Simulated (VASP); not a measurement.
# KAl3 (Pm-3m) in VASP: notebook

The runs below take KAl3 through single point, relaxation of cell and atoms, with PBE.

Program: VASP 6.6.1. These are calculated values, not measurements. Logs are shortened: lines on timing, memory, paths and dates and some standing lists are left out, and cuts for length are marked.

**1. The cell of the first run**

The structure is cubic, space group Pm-3m (No. 221). The conventional cell has a = 4.307 Å, b = 4.307 Å, c = 4.307 Å, α = 90.00°, β = 90.00°, γ = 90.00°. Within 4.0 Å of K (site symmetry m-3m) lie 12 Al at 3.05 Å. Within 4.0 Å of Al (site symmetry 4/mmm) lie 4 K at 3.05 Å and 8 Al at 3.05 Å.

**2. Single point, PBE**

Input file INCAR:

```
SYSTEM = KAl3
PREC = Accurate
ENCUT = 520
EDIFF = 1E-7
ISMEAR = 0
SIGMA = 0.1
LREAL = .FALSE.
LASPH = .TRUE.
NELM = 60
ALGO = Fast
ISIF = 2
LWAVE = .FALSE.
LCHARG = .FALSE.
GGA = PE
NBANDS = 17
```

Input file KPOINTS:

```
Automatic mesh
0
G
  4 4 4
  0 0 0
```

Input file POSCAR:

```
KAl3
1.0
    4.3070077728      0.0000000000      0.0000000000
    0.0000000000      4.3070077728      0.0000000000
    0.0000000000      0.0000000000      4.3070077728
K Al
1 3
Direct
    0.0000000000      0.0000000000      0.0000000000
    0.0000000000      0.5000000000      0.5000000000
    0.5000000000      0.0000000000      0.5000000000
    0.5000000000      0.5000000000      0.0000000000
```

Potentials or basis: VASP PAW PBE potentials, release 64 (K_sv, Al).

Command:

```console
$ cat potpaw_PBE.64/K_sv/POTCAR potpaw_PBE.64/Al/POTCAR > POTCAR
$ mpirun -np 1 vasp_std > vasp.out
```

OUTCAR:

```text
SYSTEM = KAl3
   PREC = Accurate
   ENCUT = 520
   EDIFF = 1E-7
   ISMEAR = 0
   LREAL = .FALSE.
   LASPH = .TRUE.
   NELM = 60
   ISIF = 2
   GGA = PE

 ion  position               nearest neighbor table
   1  0.000  0.000  0.000-   2 3.05   3 3.05   4 3.05   2 3.05   3 3.05   2 3.05   4 3.05   2 3.05
                             3 3.05   4 3.05   3 3.05   4 3.05
   2  0.000  0.500  0.500-   1 3.05   3 3.05   4 3.05   1 3.05   4 3.05   1 3.05   3 3.05   1 3.05
                             3 3.05   4 3.05   4 3.05   3 3.05
   3  0.500  0.000  0.500-   1 3.05   2 3.05   4 3.05   1 3.05   4 3.05   2 3.05   4 3.05   4 3.05
                             1 3.05   2 3.05   1 3.05   2 3.05
   4  0.500  0.500  0.000-   1 3.05   2 3.05   3 3.05   2 3.05   3 3.05   1 3.05   3 3.05   3 3.05
                             1 3.05   2 3.05   2 3.05   1 3.05

  LATTYP: Found a simple cubic cell.
 ALAT       =     4.3070077728

  Lattice vectors:

 A1 = (   4.3070077728,   0.0000000000,   0.0000000000)
 A2 = (   0.0000000000,   4.3070077728,   0.0000000000)
 A3 = (   0.0000000000,   0.0000000000,   4.3070077728)

Analysis of symmetry for initial positions (statically):
=====================================================================
 Subroutine PRICEL returns:
 Original cell was already a primitive cell.

 Routine SETGRP: Setting up the symmetry group for a
 simple cubic supercell.

 Subroutine GETGRP returns: Found 48 space group operations
 (whereof 48 operations were pure point group operations)
 out of a pool of 48 trial point group operations.

The static configuration has the point symmetry O_h .

Analysis of symmetry for dynamics (positions and initial velocities):
=====================================================================
 Subroutine PRICEL returns:
 Original cell was already a primitive cell.

 Routine SETGRP: Setting up the symmetry group for a
 simple cubic supercell.

 Subroutine GETGRP returns: Found 48 space group operations
 (whereof 48 operations were pure point group operations)
 out of a pool of 48 trial point group operations.

The dynamic configuration has the point symmetry O_h .

 Subroutine INISYM returns: Found 48 space group operations
 (whereof 48 operations are pure point group operations),
 and found     1 'primitive' translations

----------------------------------------------------------------------------------------

                                     Primitive cell

  volume of cell :      79.8964

  direct lattice vectors                    reciprocal lattice vectors
     4.307007773  0.000000000  0.000000000     0.232179753  0.000000000  0.000000000
     0.000000000  4.307007773  0.000000000     0.000000000  0.232179753  0.000000000
     0.000000000  0.000000000  4.307007773     0.000000000  0.000000000  0.232179753

  length of vectors
     4.307007773  4.307007773  4.307007773     0.232179753  0.232179753  0.232179753

  position of ions in fractional coordinates (direct lattice)
     0.000000000  0.000000000  0.000000000
     0.000000000  0.500000000  0.500000000
     0.500000000  0.000000000  0.500000000
     0.500000000  0.500000000  0.000000000

  ion indices of the primitive-cell ions
   primitive index   ion index
                 1           1
                 2           2
                 3           3
                 4           4

----------------------------------------------------------------------------------------

 KPOINTS: Automatic mesh

Automatic generation of k-mesh.
 Grid dimensions read from file:
 generate k-points for:    4    4    4

 Generating k-lattice:

  Cartesian coordinates                     Fractional coordinates (reciprocal lattice)
     0.058044938  0.000000000  0.000000000     0.250000000  0.000000000  0.000000000
     0.000000000  0.058044938  0.000000000     0.000000000  0.250000000  0.000000000
     0.000000000  0.000000000  0.058044938     0.000000000  0.000000000  0.250000000

  Length of vectors
     0.058044938  0.058044938  0.058044938

  Shift w.r.t. Gamma in fractional coordinates (k-lattice)
     0.000000000  0.000000000  0.000000000

 Subroutine IBZKPT returns following result:
 ===========================================

 Found     10 irreducible k-points:

 Following reciprocal coordinates:
            Coordinates               Weight
  0.000000  0.000000  0.000000      1.000000
  0.250000  0.000000  0.000000      6.000000
  0.500000  0.000000  0.000000      3.000000
  0.250000  0.250000  0.000000     12.000000
  0.500000  0.250000  0.000000     12.000000
  0.500000  0.500000  0.000000      3.000000
  0.250000  0.250000  0.250000      8.000000
  0.500000  0.250000  0.250000     12.000000
  0.500000  0.500000  0.250000      6.000000
  0.500000  0.500000  0.500000      1.000000
   k-points           NKPTS =     10   k-points in BZ     NKDIM =     10   number of bands    NBANDS=     17
   number of dos      NEDOS =    301   number of ions     NIONS =      4
   total plane-waves  NPLWV =  32768
   dimension x,y,z NGX =    32 NGY =   32 NGZ =   32
   dimension x,y,z NGXF=    64 NGYF=   64 NGZF=   64
   ions per type =               1   3
   NGX,Y,Z   is equivalent  to a cutoff of  12.35, 12.35, 12.35 a.u.
   NGXF,Y,Z  is equivalent  to a cutoff of  24.70, 24.70, 24.70 a.u.
 SYSTEM =  KAl3
   PREC   = accura    normal or accurate (medium, high low for compatibility)
   ISTART =      0    job   : 0-new  1-cont  2-samecut
   ICHARG =      2    charge: 1-file 2-atom 10-const
   ISPIN  =      1    spin polarized calculation?
   LNONCOLLINEAR =      F non collinear calculations
   LSORBIT =      F    spin-orbit coupling
   LASPH  =      T    aspherical Exc in radial PAW
   ENCUT  =  520.0 eV  38.22 Ry    6.18 a.u.   8.01  8.01  8.01*2*pi/ulx,y,z
   NELM   =     60;   NELMIN=  2; NELMDL= -5     # of ELM steps
   EDIFF  = 0.1E-06   stopping-criterion for ELM
   LREAL  =      F    real-space projection
   EDIFFG = 0.1E-05   stopping-criterion for IOM
   NSW    =      0    number of steps for IOM
   IBRION =     -1    ionic relax: 0-MD 1-quasi-New 2-CG
   NFREE  =      0    steps in history (QN), initial steepest desc. (CG)
   ISIF   =      2    stress and relaxation
   ISYM   =      2    0-nonsym 1-usesym 2-fastsym
   POTIM  = 0.5000    time-step for ionic-motion
   TEBEG  =    0.0;   TEEND  =   0.0 temperature during run
   PSTRESS=    0.0 pullay stress
   NELECT =      18.0000    total number of electrons
   NUPDOWN=      -1.0000    fix difference up-down
   EMIN   =  10.00;   EMAX   =-10.00  energy-range for DOS
   EFERMI =   0.00;   METHOD = LEGACY
   ISMEAR =     0;   SIGMA  =   0.10  broadening in eV -4-tet -1-fermi 0-gaus
   EFERMI_NEDOS =   21; number of points for ismear=-14 and -15
   IALGO  =     68    algorithm
   IMIX   =      4    mixing-type and parameters
     AMIX     =   0.40;   BMIX     =  1.00
     AMIX_MAG =   1.60;   BMIX_MAG =  1.00
  volume/ion in A,a.u.               =      19.97       134.79
  Fermi-wavevector in a.u.,A,eV,Ry     =   0.996147  1.882444 13.501176  0.992308
  Thomas-Fermi vector in A             =   2.128215
   LORBIT       =      0    0 simple, 1 ext, 2 COOP (PROOUT), +10 PAW based schemes
   GGA     = PE    functional components
   LHFCALC =     F    Hartree Fock is set to
   AEXX    =    0.0000 exact exchange contribution
   IVDW    =     0    specifies the selected vdW correction
   LEPSILON=     F    determine dielectric tensor
   LRPA    =     F    only Hartree local field effects (RPA)
 non-spin polarized calculation
 RMM-DIIS sequential band-by-band and
 Gauss-broadening in eV      SIGMA  =   0.10
  energy-cutoff  :      520.00
  volume of cell :       79.90
 maximum number of plane-waves:      2176
   NGX = 17   NGY = 17   NGZ = 17

 number of electron      18.0000003 magnetization

 Free energy of the ion-electron system (eV)
  ---------------------------------------------------
  ext. energy  EPLUGINS =         0.00000000
  ---------------------------------------------------
  free energy    TOTEN  =        -9.97593516 eV

  energy without entropy =       -9.95857150  energy(sigma->0) =       -9.96725333

 E-fermi :   5.0801     XC(G=0):  -9.6480

 val. band max:        5.0451287056   @ k =   0.5000   0.2500   0.0000
 cond. band min:       5.1330604901   @ k =   0.2500   0.2500   0.0000
 fundamental gap:      0.0879317845
 Fermi energy:         5.0801257590

 k-point     1 :       0.0000    0.0000    0.0000
  band No.  band energies     occupation
      1     -24.5753      2.00000
      2      -8.2933      2.00000
      3      -8.2933      2.00000
      4      -8.2933      2.00000
      5      -3.3071      2.00000
      6       3.4969      2.00000
[... 9 lines left out ...]
     16      10.0555      0.00000
     17      10.0555      0.00000

 k-point     2 :       0.2500    0.0000    0.0000
  band No.  band energies     occupation
      1     -24.5710      2.00000
      2      -8.4383      2.00000
      3      -8.2806      2.00000
      4      -8.2806      2.00000
      5      -2.7078      2.00000
      6       1.2882      2.00000
[... 9 lines left out ...]
     16      11.6337      0.00000
     17      12.0725      0.00000

 k-point     3 :       0.5000    0.0000    0.0000
  band No.  band energies     occupation
      1     -24.5667      2.00000
      2      -8.5720      2.00000
      3      -8.2678      2.00000
      4      -8.2678      2.00000
      5      -1.4418      2.00000
      6      -0.6773      2.00000
[... 112 lines left out ...]
 k-point     9 :       0.5000    0.5000    0.2500
  band No.  band energies     occupation
      1     -24.5551      2.00000
      2      -8.4691      2.00000
      3      -8.4691      2.00000
      4      -8.3447      2.00000
      5      -0.1247      2.00000
      6       0.9894      2.00000
[... 9 lines left out ...]
     16      12.4125      0.00000
     17      12.6285      0.00000

 k-point    10 :       0.5000    0.5000    0.5000
  band No.  band energies     occupation
      1     -24.5515      2.00000
      2      -8.4403      2.00000
      3      -8.4403      2.00000
      4      -8.4403      2.00000
      5       1.1073      2.00000
      6       1.1073      2.00000
[... 9 lines left out ...]
     16      14.0011      0.00000
     17      14.0012      0.00000

------------------------ aborting loop because EDIFF is reached ----------------------------------------

  FORCE on cell =-STRESS in cart. coord.  units (eV):
  Direction    XX          YY          ZZ          XY          YZ          ZX
  --------------------------------------------------------------------------------------
  -------------------------------------------------------------------------------------
  Total        3.2894912      3.2894912      3.2894912      0.0000000      0.0000000      0.0000000
  in kB       65.9648137     65.9648137     65.9648137      0.0000000      0.0000000      0.0000000
  external PRESSURE =      65.9648137 kB  Pullay stress =       0.0000000 kB

 VOLUME and BASIS-vectors are now :
 -----------------------------------------------------------------------------
  energy-cutoff  :      520.00
  volume of cell :       79.90
      direct lattice vectors                 reciprocal lattice vectors
     4.307007773  0.000000000  0.000000000     0.232179753  0.000000000  0.000000000
     0.000000000  4.307007773  0.000000000     0.000000000  0.232179753  0.000000000
     0.000000000  0.000000000  4.307007773     0.000000000  0.000000000  0.232179753

 POSITION                                       TOTAL-FORCE (eV/Angst)
 -----------------------------------------------------------------------------------
      0.00000      0.00000      0.00000         0.000000      0.000000      0.000000
      0.00000      2.15350      2.15350         0.000000      0.000000      0.000000
      2.15350      0.00000      2.15350         0.000000      0.000000      0.000000
      2.15350      2.15350      0.00000         0.000000      0.000000      0.000000
 -----------------------------------------------------------------------------------
    total drift:                                0.000000      0.000000      0.000000

  FREE ENERGIE OF THE ION-ELECTRON SYSTEM (eV)
  ---------------------------------------------------
  free  energy   TOTEN  =        -9.9759351611 eV

  energy  without entropy=       -9.9585714985  energy(sigma->0) =       -9.96725333
```

It took 14 s on 1 thread of AMD EPYC 7R13 (Zen 3), shared host; peak memory 0.14 GiB.

Results:

- Free energy: -9.9759 eV
- Pressure: 6.6 GPa
- Band gap on the k mesh: zero (band 9 reaches 6.25 eV, above the bottom of band 10 at 3.96 eV)

Caveat: the k points lie up to 0.36 Å⁻¹ apart.

**3. Single point, PBE**

This run uses another cell than the first one, of 23.12 Å³/atom, 1.157 times its volume.

Input file INCAR:

```
  ALGO = Normal
  EDIFF = 1E-7
  ENCUT = 520
  GGA = PE
  ISIF = 2
  ISMEAR = 0
  LASPH = T
  LCHARG = F
  LREAL = F
  LWAVE = F
  NBANDS = 17
  NELM = 60
  PREC = Accurate
  SIGMA = 0.1
```

Input file KPOINTS:

```
k-points
0
Gamma
  4 4 4
```

Input file POSCAR:

```
KAl3
1.0
    4.5221211071      0.0000000000      0.0000000000
    0.0000000000      4.5221211071      0.0000000000
    0.0000000000      0.0000000000      4.5221211071
K Al
1 3
Direct
    0.0000000000      0.0000000000      0.0000000000
    0.0000000000      0.5000000000      0.5000000000
    0.5000000000      0.0000000000      0.5000000000
    0.5000000000      0.5000000000      0.0000000000
```

Potentials or basis: VASP PAW PBE potentials, release 64 (K_sv, Al).

Command:

```console
$ cat potpaw_PBE.64/K_sv/POTCAR potpaw_PBE.64/Al/POTCAR > POTCAR
$ mpirun -np 1 vasp_std > vasp.out
```

It took 13 s on 1 thread of AMD EPYC 7R13 (Zen 3), shared host; peak memory 0.17 GiB.

The run converged. Its results:

```yaml
Free_energy: -10.2187 eV
Pressure: 0.3 GPa
Band_gap_on_the_k_mesh: zero (band 9 reaches 5.23 eV, above the bottom of band 10 at 2.86 eV)
```

Levels at points of the mesh, in eV from the Fermi level:
```csv
k point,band 7,band 8,band 9,band 10,band 11,band 12
"(0.00, 0.00, 0.00)",-1.77,-0.79,-0.79,-0.79,2.77,4.30
"(0.50, 0.00, 0.00)",-0.43,-0.43,-0.42,0.45,1.74,1.74
"(0.50, 0.50, 0.00)",-4.27,-2.35,1.11,1.11,1.41,1.88
"(0.50, 0.50, 0.50)",-3.95,-3.15,-1.25,-1.25,-1.25,3.33
```

**4. Relaxation of cell and atoms, PBE**

Input file INCAR:

```
PREC = Accurate
ENCUT = 600
EDIFF = 1E-7
ISMEAR = 0
SIGMA = 0.1
LREAL = False
LASPH = True
NELM = 60
ALGO = Normal
ISIF = 3
LWAVE = False
LCHARG = False
GGA = PE
IBRION = 2
NSW = 90
EDIFFG = -0.04
```

Input file KPOINTS:

```
Automatic mesh
0
Gamma
  4 4 4
```

Input file POSCAR:

```
KAl3
1.0
    4.3070077728      0.0000000000      0.0000000000
    0.0000000000      4.3070077728      0.0000000000
    0.0000000000      0.0000000000      4.3070077728
K Al
1 3
Direct
    0.0000000000      0.0000000000      0.0000000000
    0.0000000000      0.5000000000      0.5000000000
    0.5000000000      0.0000000000      0.5000000000
    0.5000000000      0.5000000000      0.0000000000
```

Command:

```console
$ cat potpaw_PBE.64/K_sv/POTCAR potpaw_PBE.64/Al/POTCAR > POTCAR
$ mpirun -np 1 vasp_std > vasp.out
```

It took 41 s on 1 thread of AMD EPYC 7R13 (Zen 3), shared host; peak memory 0.18 GiB.

Results (log left out):

| Quantity | Value |
| --- | --- |
| Free energy | -10.2185 eV |
| Relaxed volume | 23.34 Å³/atom |
| Relaxed cell | a = 4.536 Å, b = 4.536 Å, c = 4.536 Å, α = 90.00°, β = 90.00°, γ = 90.00° |
| Space group after relaxing (to 0.05 Å) | Pm-3m (No. 221) |
| Energy gained by relaxing | 60.7 meV/atom |
| Ionic steps | 4 |
| Pressure after relaxing | -0.1 GPa |
| Band gap on the k mesh | zero (band 9 reaches 5.16 eV, above the bottom of band 10 at 2.80 eV) |

Step by step:
| step | energy change (eV) | largest force (eV/Å) | pressure (GPa) | volume (Å³) |
| --- | --- | --- | --- | --- |
| 1 | 0.0000 | 0.0000 | 6.60 | 79.90 |
| 2 | -0.2284 | 0.0000 | 1.42 | 89.80 |
| 3 | -0.2299 | 0.0000 | -1.16 | 96.56 |
| 4 | -0.2427 | 0.0000 | -0.07 | 93.36 |

Final structure:
```
CELL_PARAMETERS angstrom
4.53642 0.00000 0.00000
0.00000 4.53642 0.00000
0.00000 0.00000 4.53642
ATOMIC_POSITIONS crystal
K 0.00000 0.00000 0.00000
Al 0.00000 0.50000 0.50000
Al 0.50000 0.00000 0.50000
Al 0.50000 0.50000 0.00000
```

Levels at points of the mesh, in eV from the Fermi level:
| k point | band 7 | band 8 | band 9 | band 10 | band 11 | band 12 |
| --- | --- | --- | --- | --- | --- | --- |
| (0.00, 0.00, 0.00) | -1.79 | -0.79 | -0.79 | -0.79 | 2.76 | 4.25 |
| (0.50, 0.00, 0.00) | -0.47 | -0.42 | -0.42 | 0.46 | 1.71 | 1.71 |
| (0.50, 0.50, 0.00) | -4.28 | -2.34 | 1.11 | 1.11 | 1.40 | 1.85 |
| (0.50, 0.50, 0.50) | -3.95 | -3.12 | -1.26 | -1.26 | -1.26 | 3.30 |

Caveat: the k points lie up to 0.35 Å⁻¹ apart in the final cell; the volume moved by over 15 % at a fixed basis, so the end points are rough.

**5. Single point, PBE**

This run uses another cell than the first one, of 23.06 Å³/atom, 1.155 times its volume.

Input file INCAR:

```
PREC = Accurate ; ENCUT = 520
EDIFF = 1E-6 ; ISMEAR = 0
SIGMA = 0.1 ; LREAL = False
LASPH = True ; NELM = 100
ALGO = Normal ; ISIF = 2
LWAVE = False ; LCHARG = False
GGA = PE ; NBANDS = 17
```

Input file KPOINTS:

```
regular mesh
0
Gamma
  10 10 10
```

Input file POSCAR:

```
KAl3
1.0
    4.5183518293      0.0000000000      0.0000000000
    0.0000000000      4.5183518293      0.0000000000
    0.0000000000      0.0000000000      4.5183518293
K Al
1 3
Direct
    0.0000000000      0.0000000000      0.0000000000
    0.0000000000      0.5000000000      0.5000000000
    0.5000000000      0.0000000000      0.5000000000
    0.5000000000      0.5000000000      0.0000000000
```

Command:

```console
$ cat potpaw_PBE.64/K_sv/POTCAR potpaw_PBE.64/Al/POTCAR > POTCAR
$ mpirun -np 1 vasp_std > vasp.out
```

Wall time 52 s (1 thread of AMD EPYC 7R13 (Zen 3), shared host); peak memory 0.22 GiB.

Results (log left out):

| Property | Result |
| --- | --- |
| Free energy | -10.3414 eV |
| Pressure | 0.0 GPa |
| Band gap on the k mesh | zero (band 9 reaches 5.24 eV, above the bottom of band 10 at 2.88 eV) |

Levels at points of the mesh, in eV from the Fermi level:
| k point | band 5 | band 6 | band 7 | band 8 | band 9 | band 10 | band 11 | band 12 | band 13 | band 14 |
| --- | --- | --- | --- | --- | --- | --- | --- | --- | --- | --- |
| (0.00, 0.00, 0.00) | -7.91 | -1.79 | -1.79 | -0.81 | -0.81 | -0.81 | 2.75 | 4.29 | 4.29 | 4.29 |
| (0.50, 0.00, 0.00) | -6.34 | -5.53 | -0.45 | -0.45 | -0.44 | 0.43 | 1.72 | 1.72 | 2.17 | 3.82 |
| (0.50, 0.50, 0.00) | -5.36 | -4.29 | -4.29 | -2.37 | 1.10 | 1.10 | 1.39 | 1.86 | 3.11 | 3.11 |
| (0.50, 0.50, 0.50) | -3.97 | -3.97 | -3.97 | -3.18 | -1.26 | -1.26 | -1.26 | 3.32 | 7.50 | 7.50 |

**6. Overview**

| task | cell | k mesh | cutoff (eV) | gap on the mesh (eV) | pressure (GPa) |
| --- | --- | --- | --- | --- | --- |
| single point | a = 4.307 Å, 4 atoms | 4 × 4 × 4 | 520 | none | 6.6 |
| single point | a = 4.522 Å, 4 atoms | 4 × 4 × 4 | 520 | none | 0.3 |
| relaxation of cell and atoms | relaxed from a = 4.307 Å, 4 atoms | 4 × 4 × 4 | 600 | none | -0.1 |
| single point | a = 4.518 Å, 4 atoms | 10 × 10 × 10 | 520 | none | 0.0 |

Alike in all rows: level PBE; potentials or basis VASP PAW PBE potentials, release 64 (K_sv, Al); no spin polarisation; smearing gaussian 0.1 eV.

Caveats: some runs use coarse meshes; the volume moved by over 15 % at a fixed basis, so the end points are rough (some runs).

Absolute energies hang on the potentials; compare differences alone.
